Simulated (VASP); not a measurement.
# NaLa (P-6m2) in VASP: further runs

The runs below take NaLa through single point, with PBE.

Program: VASP 6.6.1. These are calculated values, not measurements. Logs are shortened: lines on timing, memory, paths and dates and some standing lists are left out, and cuts for length are marked.

### 1 The cell of the first run

Symmetry: P-6m2, No. 187, hexagonal system. The conventional cell has a = 3.570 Å, b = 3.570 Å, c = 6.484 Å, α = 90.00°, β = 90.00°, γ = 120.00°. Within 4.7 Å of La (site symmetry -6m2) lie 6 La at 3.57 Å and 6 Na at 3.84 Å. Na (site symmetry -6m2) has 6 Na at 3.57 Å and 6 La at 3.84 Å within 4.7 Å.

### 2 Single point, PBE

The input, INCAR:

```
SYSTEM = NaLa
PREC = Accurate
ENCUT = 520
EDIFF = 1E-7
ISMEAR = -1
SIGMA = 0.05
LREAL = .FALSE.
LASPH = .TRUE.
NELM = 100
ALGO = Fast
ISIF = 2
LWAVE = .FALSE.
LCHARG = .TRUE.
GGA = PE
LELF = .TRUE.
LVHAR = .TRUE.
NBANDS = 16
```

The input, KPOINTS:

```
Automatic mesh
0
G
  7 7 4
  0 0 0
```

The input, POSCAR:

```
NaLa
1.0
    3.5701882610      0.0000000000      0.0000000000
   -1.7850941305      3.0918737303      0.0000000000
    0.0000000000      0.0000000000      6.4837820000
La Na
1 1
Direct
    0.3333333333      0.6666666667      0.5000000000
    0.0000000000      0.0000000000      0.0000000000
```

Potentials or basis: VASP PAW PBE potentials, release 64 (La, Na_pv).

Launch:

```bash
cat potpaw_PBE.64/La/POTCAR potpaw_PBE.64/Na_pv/POTCAR > POTCAR
mpirun -np 1 vasp_std > vasp.out
```

OUTCAR:

```text
SYSTEM = NaLa
   PREC = Accurate
   ENCUT = 520
   EDIFF = 1E-7
   ISMEAR = -1
   LREAL = .FALSE.
   LASPH = .TRUE.
   NELM = 100
   ISIF = 2
   GGA = PE

 ion  position               nearest neighbor table
   1  0.333  0.667  0.500-
   2  0.000  0.000  0.000-

  LATTYP: Found a hexagonal cell.
 ALAT       =     3.5701882610
 C/A-ratio  =     1.8160896642

  Lattice vectors:

 A1 = (   3.5701882610,   0.0000000000,   0.0000000000)
 A2 = (  -1.7850941305,   3.0918737303,   0.0000000000)
 A3 = (   0.0000000000,   0.0000000000,   6.4837820000)

Analysis of symmetry for initial positions (statically):
=====================================================================
 Subroutine PRICEL returns:
 Original cell was already a primitive cell.

 Routine SETGRP: Setting up the symmetry group for a
 hexagonal supercell.

 Subroutine GETGRP returns: Found 12 space group operations
 (whereof 12 operations were pure point group operations)
 out of a pool of 24 trial point group operations.

The static configuration has the point symmetry D_3h.

Analysis of symmetry for dynamics (positions and initial velocities):
=====================================================================
 Subroutine PRICEL returns:
 Original cell was already a primitive cell.

 Routine SETGRP: Setting up the symmetry group for a
 hexagonal supercell.

 Subroutine GETGRP returns: Found 12 space group operations
 (whereof 12 operations were pure point group operations)
 out of a pool of 24 trial point group operations.

The dynamic configuration has the point symmetry D_3h.

 Subroutine INISYM returns: Found 12 space group operations
 (whereof 12 operations are pure point group operations),
 and found     1 'primitive' translations

----------------------------------------------------------------------------------------

                                     Primitive cell

  volume of cell :      71.5717

  direct lattice vectors                    reciprocal lattice vectors
     3.570188261  0.000000000  0.000000000     0.280097274  0.161714237  0.000000000
    -1.785094131  3.091873730  0.000000000     0.000000000  0.323428473  0.000000000
     0.000000000  0.000000000  6.483782000     0.000000000  0.000000000  0.154230972

  length of vectors
     3.570188261  3.570188261  6.483782000     0.323428473  0.323428473  0.154230972

  position of ions in fractional coordinates (direct lattice)
     0.333333333  0.666666667  0.500000000
     0.000000000  0.000000000  0.000000000

  ion indices of the primitive-cell ions
   primitive index   ion index
                 1           1
                 2           2

----------------------------------------------------------------------------------------

 KPOINTS: Automatic mesh

Automatic generation of k-mesh.
 Grid dimensions read from file:
 generate k-points for:    7    7    4

 Generating k-lattice:

  Cartesian coordinates                     Fractional coordinates (reciprocal lattice)
     0.040013896  0.023102034  0.000000000     0.142857143  0.000000000  0.000000000
     0.000000000  0.046204068  0.000000000     0.000000000  0.142857143  0.000000000
     0.000000000  0.000000000  0.038557743     0.000000000  0.000000000  0.250000000

  Length of vectors
     0.046204068  0.046204068  0.038557743

  Shift w.r.t. Gamma in fractional coordinates (k-lattice)
     0.000000000  0.000000000  0.000000000

 Subroutine IBZKPT returns following result:
 ===========================================

 Found     24 irreducible k-points:

 Following reciprocal coordinates:
            Coordinates               Weight
  0.000000  0.000000  0.000000      1.000000
  0.142857  0.000000  0.000000      6.000000
  0.285714 -0.000000  0.000000      6.000000
  0.428571  0.000000  0.000000      6.000000
  0.142857  0.142857  0.000000      6.000000
  0.285714  0.142857  0.000000     12.000000
[... 16 lines left out ...]
  0.428571  0.142857  0.500000      6.000000
  0.285714  0.285714  0.500000      6.000000
   k-points           NKPTS =     24   k-points in BZ     NKDIM =     24   number of bands    NBANDS=     16
   number of dos      NEDOS =    301   number of ions     NIONS =      2
   total plane-waves  NPLWV =  37632
   dimension x,y,z NGX =    28 NGY =   28 NGZ =   48
   dimension x,y,z NGXF=    56 NGYF=   56 NGZF=   96
   ions per type =               1   1
   NGX,Y,Z   is equivalent  to a cutoff of  13.04, 13.04, 12.31 a.u.
   NGXF,Y,Z  is equivalent  to a cutoff of  26.08, 26.08, 24.61 a.u.
 SYSTEM =  NaLa
   PREC   = accura    normal or accurate (medium, high low for compatibility)
   ISTART =      0    job   : 0-new  1-cont  2-samecut
   ICHARG =      2    charge: 1-file 2-atom 10-const
   ISPIN  =      1    spin polarized calculation?
   LNONCOLLINEAR =      F non collinear calculations
   LSORBIT =      F    spin-orbit coupling
   LASPH  =      T    aspherical Exc in radial PAW
   ENCUT  =  520.0 eV  38.22 Ry    6.18 a.u.   6.64  6.64 12.06*2*pi/ulx,y,z
   NELM   =    100;   NELMIN=  2; NELMDL= -5     # of ELM steps
   EDIFF  = 0.1E-06   stopping-criterion for ELM
   LREAL  =      F    real-space projection
   EDIFFG = 0.1E-05   stopping-criterion for IOM
   NSW    =      0    number of steps for IOM
   IBRION =     -1    ionic relax: 0-MD 1-quasi-New 2-CG
   NFREE  =      0    steps in history (QN), initial steepest desc. (CG)
   ISIF   =      2    stress and relaxation
   ISYM   =      2    0-nonsym 1-usesym 2-fastsym
   POTIM  = 0.5000    time-step for ionic-motion
   TEBEG  =    0.0;   TEEND  =   0.0 temperature during run
   PSTRESS=    0.0 pullay stress
   NELECT =      18.0000    total number of electrons
   NUPDOWN=      -1.0000    fix difference up-down
   EMIN   =  10.00;   EMAX   =-10.00  energy-range for DOS
   EFERMI =   0.00;   METHOD = LEGACY
   ISMEAR =    -1;   SIGMA  =   0.05  broadening in eV -4-tet -1-fermi 0-gaus
   EFERMI_NEDOS =   21; number of points for ismear=-14 and -15
   IALGO  =     68    algorithm
   IMIX   =      4    mixing-type and parameters
     AMIX     =   0.40;   BMIX     =  1.00
     AMIX_MAG =   1.60;   BMIX_MAG =  1.00
  volume/ion in A,a.u.               =      35.79       241.49
  Fermi-wavevector in a.u.,A,eV,Ry     =   1.033361  1.952768 14.528766  1.067834
  Thomas-Fermi vector in A             =   2.167604
   LORBIT       =      0    0 simple, 1 ext, 2 COOP (PROOUT), +10 PAW based schemes
   GGA     = PE    functional components
   LHFCALC =     F    Hartree Fock is set to
   AEXX    =    0.0000 exact exchange contribution
   IVDW    =     0    specifies the selected vdW correction
   LEPSILON=     F    determine dielectric tensor
   LRPA    =     F    only Hartree local field effects (RPA)
 non-spin polarized calculation
 RMM-DIIS sequential band-by-band and
  energy-cutoff  :      520.00
  volume of cell :       71.57
 maximum number of plane-waves:      1950
 NGX is ok and might be reduce to    28
   NGX = 13   NGY = 13   NGZ = 25

 number of electron      17.9999983 magnetization

 Free energy of the ion-electron system (eV)
  ---------------------------------------------------
  ext. energy  EPLUGINS =         0.00000000
  ---------------------------------------------------
  free energy    TOTEN  =        -5.89008497 eV

  energy without entropy =       -5.87694388  energy(sigma->0) =       -5.88351442

 E-fermi :   4.3033     XC(G=0):  -8.2093

 val. band max:        4.2706519355   @ k =   0.0000   0.0000   0.5000
 cond. band min:       4.3546110757   @ k =   0.2857  -0.0000   0.2500
 fundamental gap:      0.0839591401
 Fermi energy:         4.3033463646

 k-point     1 :       0.0000    0.0000    0.0000
  band No.  band energies     occupation
      1     -28.7841      2.00000
      2     -20.1187      2.00000
      3     -20.1180      2.00000
      4     -20.1180      2.00000
      5     -12.5711      2.00000
      6     -11.6472      2.00000
[... 8 lines left out ...]
     15       6.0792      0.00000
     16       6.2389      0.00000

 k-point     2 :       0.1429    0.0000    0.0000
  band No.  band energies     occupation
      1     -28.7442      2.00000
      2     -20.1264      2.00000
      3     -20.1200      2.00000
      4     -20.1173      2.00000
      5     -12.5226      2.00000
      6     -11.9667      2.00000
[... 8 lines left out ...]
     15       6.1818      0.00000
     16       6.2436      0.00000

 k-point     3 :       0.2857   -0.0000    0.0000
  band No.  band energies     occupation
      1     -28.6525      2.00000
      2     -20.1453      2.00000
      3     -20.1245      2.00000
      4     -20.1143      2.00000
      5     -12.6232      2.00000
      6     -12.4108      2.00000
[... 8 lines left out ...]
     15       6.1682      0.00000
     16       6.1995      0.00000

 k-point     4 :       0.4286    0.0000    0.0000
  band No.  band energies     occupation
      1     -28.5770      2.00000
      2     -20.1603      2.00000
      3     -20.1281      2.00000
      4     -20.1119      2.00000
      5     -13.1026      2.00000
      6     -12.3183      2.00000
[... 8 lines left out ...]
     15       6.1834      0.00000
     16       6.2191      0.00000
[... 324 lines left out ...]
 k-point    22 :       0.2857    0.1429    0.5000
  band No.  band energies     occupation
      1     -28.5941      2.00000
      2     -20.1535      2.00000
      3     -20.1309      2.00000
      4     -20.1124      2.00000
      5     -12.8814      2.00000
      6     -12.3412      2.00000
[... 8 lines left out ...]
     15       6.1566      0.00000
     16       6.2532      0.00000

 k-point    23 :       0.4286    0.1429    0.5000
  band No.  band energies     occupation
      1     -28.5559      2.00000
      2     -20.1598      2.00000
      3     -20.1339      2.00000
      4     -20.1113      2.00000
      5     -13.0823      2.00000
      6     -12.2935      2.00000
[... 8 lines left out ...]
     15       6.1926      0.00000
     16       6.3167      0.00000

 k-point    24 :       0.2857    0.2857    0.5000
  band No.  band energies     occupation
      1     -28.5465      2.00000
      2     -20.1538      2.00000
      3     -20.1422      2.00000
      4     -20.1111      2.00000
      5     -12.8906      2.00000
      6     -12.5085      2.00000
[... 8 lines left out ...]
     15       6.0695      0.00000
     16       6.3672      0.00000

------------------------ aborting loop because EDIFF is reached ----------------------------------------

  FORCE on cell =-STRESS in cart. coord.  units (eV):
  Direction    XX          YY          ZZ          XY          YZ          ZX
  --------------------------------------------------------------------------------------
  -------------------------------------------------------------------------------------
  Total        0.0298773      0.0298773      0.1378355      0.0000000     -0.0000000      0.0000000
  in kB        0.6688216      0.6688216      3.0855335      0.0000000     -0.0000000      0.0000000
  external PRESSURE =       1.4743922 kB  Pullay stress =       0.0000000 kB

 VOLUME and BASIS-vectors are now :
 -----------------------------------------------------------------------------
  energy-cutoff  :      520.00
  volume of cell :       71.57
      direct lattice vectors                 reciprocal lattice vectors
     3.570188261  0.000000000  0.000000000     0.280097274  0.161714237  0.000000000
    -1.785094131  3.091873730  0.000000000     0.000000000  0.323428473  0.000000000
     0.000000000  0.000000000  6.483782000     0.000000000  0.000000000  0.154230972

 POSITION                                       TOTAL-FORCE (eV/Angst)
 -----------------------------------------------------------------------------------
     -0.00000      2.06125      3.24189         0.000000      0.000000      0.000000
      0.00000      0.00000      0.00000        -0.000000     -0.000000      0.000000
 -----------------------------------------------------------------------------------
    total drift:                                0.000000     -0.000000     -0.000000

  FREE ENERGIE OF THE ION-ELECTRON SYSTEM (eV)
  ---------------------------------------------------
  free  energy   TOTEN  =        -5.8900849680 eV

  energy  without entropy=       -5.8769438774  energy(sigma->0) =       -5.88351442
```

It took 44 s on 1 thread of Intel Xeon 6975P-C (Granite Rapids), shared host; peak memory 0.21 GiB.

Results:

| Property | Result |
| --- | --- |
| Free energy | -5.8901 eV |
| Pressure | 0.1 GPa |
| Band gap on the k mesh | zero (band 9 reaches 4.75 eV, above the bottom of band 10 at 4.04 eV) |

Stress tensor (GPa, compression positive):
```
0.07 0.00 0.00
0.00 0.07 0.00
0.00 0.00 0.31
```

Caveat: spin-orbit coupling is left out, which moves the levels of the heavy elements.

### 3 Single point, PBE

This run uses another cell than the first one, of 36.51 Å³/atom, 1.020 times its volume.

The input, INCAR:

```
PREC = Accurate
ENCUT = 520
EDIFF = 1E-6
ISMEAR = -1
SIGMA = 0.05
LREAL = F
LASPH = T
NELM = 100
ALGO = Normal
ISIF = 2
LWAVE = F
LCHARG = F
GGA = PE
NBANDS = 16
```

The input, KPOINTS:

```
regular mesh
0
Gamma
  7 7 4
```

The input, POSCAR:

```
NaLa
1.0
    3.6062507687      0.0000000000      0.0000000000
   -1.8031253843      3.1231047781      0.0000000000
    0.0000000000      0.0000000000      6.4837820000
La Na
1 1
Direct
    0.3333333333      0.6666666667      0.5000000000
    0.0000000000      0.0000000000      0.0000000000
```

Potentials or basis: VASP PAW PBE potentials, release 64 (La, Na_pv).

Launch:

```bash
cat potpaw_PBE.64/La/POTCAR potpaw_PBE.64/Na_pv/POTCAR > POTCAR
mpirun -np 1 vasp_std > vasp.out
```

Run time: 17 s. Hardware: 1 thread of Intel Xeon 6975P-C (Granite Rapids), shared host; peak memory 0.2 GiB.

It converged, with:

| Quantity | Value |
| --- | --- |
| Free energy | -5.8886 eV |
| Pressure | -0.2 GPa |
| Band gap on the k mesh | zero (band 9 reaches 4.61 eV, above the bottom of band 10 at 3.93 eV) |

Stress tensor (GPa, compression positive):
```
-0.43  0.00  0.00
 0.00 -0.43  0.00
 0.00  0.00  0.17
```

Levels at points of the mesh, in eV from the Fermi level:
| k point | band 5 | band 6 | band 7 | band 8 | band 9 | band 10 | band 11 | band 12 | band 13 | band 14 |
| --- | --- | --- | --- | --- | --- | --- | --- | --- | --- | --- |
| (0.00, 0.00, 0.00) | -16.91 | -16.05 | -16.05 | -3.28 | -1.22 | 0.76 | 1.10 | 1.64 | 1.66 | 1.66 |
| (0.00, 0.00, 0.50) | -16.92 | -16.05 | -16.05 | -2.34 | -2.05 | 0.01 | 1.11 | 1.37 | 1.66 | 1.66 |

Caveat: spin-orbit coupling is left out, which moves the levels of the heavy elements.

### 4 Single point, PBE

This run uses another cell than the first one, of 37.25 Å³/atom, 1.041 times its volume.

The input, INCAR:

```
ALGO = Fast
EDIFF = 1E-6
ENCUT = 520
GGA = PE
ISIF = 2
ISMEAR = -1
LASPH = T
LCHARG = F
LREAL = F
LWAVE = F
NBANDS = 16
NELM = 100
PREC = Accurate
SIGMA = 0.05
```

The input, KPOINTS:

```
k-points
0
Gamma
  7 7 4
```

The input, POSCAR:

```
NaLa
1.0
    3.6423132764      0.0000000000      0.0000000000
   -1.8211566381      3.1543358259      0.0000000000
    0.0000000000      0.0000000000      6.4837820000
La Na
1 1
Direct
    0.3333333333      0.6666666667      0.5000000000
    0.0000000000      0.0000000000      0.0000000000
```

Launch:

```bash
cat potpaw_PBE.64/La/POTCAR potpaw_PBE.64/Na_pv/POTCAR > POTCAR
mpirun -np 1 vasp_std > vasp.out
```

It took 43 s on 1 thread of Intel Xeon 6975P-C (Granite Rapids), shared host; peak memory 0.21 GiB.

It converged, with:

```
Free energy            : -5.8828 eV
Pressure               : -0.6 GPa
Band gap on the k mesh : zero (band 9 reaches 4.48 eV, above the bottom of band 10 at 3.81 eV)
```

Stress tensor (GPa, compression positive):
```
-0.88  0.00  0.00
 0.00 -0.88  0.00
 0.00  0.00  0.06
```

Levels at points of the mesh, in eV from the Fermi level:
| k point | band 7 | band 8 | band 9 | band 10 | band 11 | band 12 |
| --- | --- | --- | --- | --- | --- | --- |
| (0.00, 0.00, 0.00) | -16.15 | -3.27 | -1.21 | 0.74 | 1.08 | 1.60 |
| (0.00, 0.00, 0.50) | -16.15 | -2.36 | -2.02 | 0.06 | 1.08 | 1.32 |

Caveat: spin-orbit coupling is left out, which moves the levels of the heavy elements.

### 5 Single point, PBE

This run uses another cell than the first one, of 37.99 Å³/atom, 1.062 times its volume.

The input, INCAR:

```
ALGO = Normal
EDIFF = 1E-7
ENCUT = 520
GGA = PE
ISIF = 2
ISMEAR = -1
LASPH = True
LCHARG = True
LELF = True
LREAL = False
LVHAR = True
LWAVE = False
NBANDS = 16
NELM = 80
PREC = Accurate
SIGMA = 0.05
```

KPOINTS is that of step 4.

The input, POSCAR:

```
NaLa
1.0
    3.6783757841      0.0000000000      0.0000000000
   -1.8391878920      3.1855668737      0.0000000000
    0.0000000000      0.0000000000      6.4837820000
La Na
1 1
Direct
    0.3333333333      0.6666666667      0.5000000000
    0.0000000000      0.0000000000      0.0000000000
```

Launch:

```bash
cat potpaw_PBE.64/La/POTCAR potpaw_PBE.64/Na_pv/POTCAR > POTCAR
mpirun -np 1 vasp_std > vasp.out
```

It took 21 s on 1 thread of Intel Xeon 6975P-C (Granite Rapids), shared host; peak memory 0.21 GiB.

The run converged. Its results:

| Property | Result |
| --- | --- |
| Free energy | -5.8726 eV |
| Pressure | -0.9 GPa |
| Band gap on the k mesh | zero (band 9 reaches 4.35 eV, above the bottom of band 10 at 3.71 eV) |

Stress tensor (GPa, compression positive):
```
-1.31  0.00  0.00
 0.00 -1.31  0.00
 0.00  0.00 -0.04
```

Levels at points of the mesh, in eV from the Fermi level:
```tsv
k point	band 5	band 6	band 7	band 8	band 9	band 10	band 11	band 12	band 13	band 14
(0.00, 0.00, 0.00)	-16.99	-16.24	-16.24	-3.26	-1.19	0.73	1.05	1.53	1.53	1.57
(0.00, 0.00, 0.50)	-16.99	-16.24	-16.24	-2.38	-2.00	0.10	1.05	1.27	1.53	1.53
```

Caveat: spin-orbit coupling is left out, which moves the levels of the heavy elements.

### 6 Single point, PBE

This run uses another cell than the first one, of 39.49 Å³/atom, 1.104 times its volume.

The input, INCAR:

```
  ALGO = Fast
  EDIFF = 1E-6
  ENCUT = 520
  GGA = PE
  ISIF = 2
  ISMEAR = -1
  LASPH = True
  LCHARG = False
  LREAL = False
  LWAVE = False
  NBANDS = 16
  NELM = 100
  PREC = Accurate
  SIGMA = 0.05
```

KPOINTS is that of step 5.

The input, POSCAR:

```
NaLa
1.0
    3.7505007994      0.0000000000      0.0000000000
   -1.8752503997      3.2480289692      0.0000000000
    0.0000000000      0.0000000000      6.4837820000
La Na
1 1
Direct
    0.3333333333      0.6666666667      0.5000000000
    0.0000000000      0.0000000000      0.0000000000
```

Potentials or basis: VASP PAW PBE potentials, release 64 (La, Na_pv).

Launch:

```bash
cat potpaw_PBE.64/La/POTCAR potpaw_PBE.64/Na_pv/POTCAR > POTCAR
mpirun -np 1 vasp_std > vasp.out
```

Wall time 34 s (1 thread of Intel Xeon 6975P-C (Granite Rapids), shared host); peak memory 0.21 GiB.

It converged, with:

* Free energy: -5.8405 eV
* Pressure: -1.5 GPa
* Band gap on the k mesh: zero (band 9 reaches 4.05 eV, above the bottom of band 10 at 3.49 eV)

Stress tensor (GPa, compression positive):
```
-2.09  0.00  0.00
 0.00 -2.09  0.00
 0.00  0.00 -0.29
```

Levels at points of the mesh, in eV from the Fermi level:
| k point | band 7 | band 8 | band 9 | band 10 | band 11 | band 12 |
| --- | --- | --- | --- | --- | --- | --- |
| (0.00, 0.00, 0.00) | -16.42 | -3.23 | -1.15 | 0.71 | 0.98 | 1.41 |
| (0.00, 0.00, 0.50) | -16.42 | -2.41 | -1.95 | 0.18 | 0.99 | 1.18 |

Caveat: spin-orbit coupling is left out, which moves the levels of the heavy elements.

### 7 The runs side by side

| cell | gap on the mesh (eV) | pressure (GPa) |
| --- | --- | --- |
| a = 3.570, b = 3.570, c = 6.484 Å, angles 90.0, 90.0, 120.0°, 2 atoms | none | 0.1 |
| a = 3.606, b = 3.606, c = 6.484 Å, angles 90.0, 90.0, 120.0°, 2 atoms | none | -0.2 |
| a = 3.642, b = 3.642, c = 6.484 Å, angles 90.0, 90.0, 120.0°, 2 atoms | none | -0.6 |
| a = 3.678, b = 3.678, c = 6.484 Å, angles 90.0, 90.0, 120.0°, 2 atoms | none | -0.9 |
| a = 3.751, b = 3.751, c = 6.484 Å, angles 90.0, 90.0, 120.0°, 2 atoms | none | -1.5 |

Alike in all rows: task single point; level PBE; potentials or basis VASP PAW PBE potentials, release 64 (La, Na_pv); no spin polarisation; k mesh 7 × 7 × 4; cutoff (eV) 520; smearing fermi-dirac 0.05 eV.

Caveats: spin-orbit coupling is left out, which moves the levels of the heavy elements.

Total energies depend on the potentials used, so only differences within one code and one set of settings carry meaning.
